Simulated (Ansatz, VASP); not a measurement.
One calculation of SiP7, two programs

```xyz
8
Lattice="0.0000 3.8864 3.8864 3.8864 0.0000 3.8864 3.8864 3.8864 0.0000" Properties=species:S:1:pos:R:3 pbc="T T T"
Si    0.0000    0.0000    0.0000
P     0.0000    1.9432    1.9432
P     3.8864    1.9432    1.9432
P     1.9432    0.0000    1.9432
P     1.9432    3.8864    1.9432
P     1.9432    1.9432    0.0000
P     1.9432    1.9432    3.8864
P     3.8864    3.8864    3.8864
```

Change from the starting cell: species swapped into the MgPt7 type (Fm-3m, No. 225).

Alike in both runs: functional PBE; k mesh 4 × 4 × 4; occupations gaussian, width 0.2 eV; no spin polarisation.

Ansatz relaxed the structure, and its values are those at the end. VASP's run is a single point on that final structure, the one shown.

|  | VASP | Ansatz |
| --- | --- | --- |
| version | VASP 6.6.1 | Ansatz 0.2.0 |
| potentials or method | VASP PAW PBE potentials, release 64 (Si, P), cutoff 500 eV | scalar-relativistic, plane waves, PAW |
| valence electrons in the cell | 39 | 39 |

|  | VASP | Ansatz | Ansatz less VASP |
| --- | --- | --- | --- |
| gap on the k mesh at the Fermi level (eV) | none | none | - |
| pressure (GPa) | -0.3 | -0.1 | +0.14 |

A gap of «none» marks a metal or a gap that the smearing closes. The functional is the same, so the differences come from potentials, cutoffs and numerics.
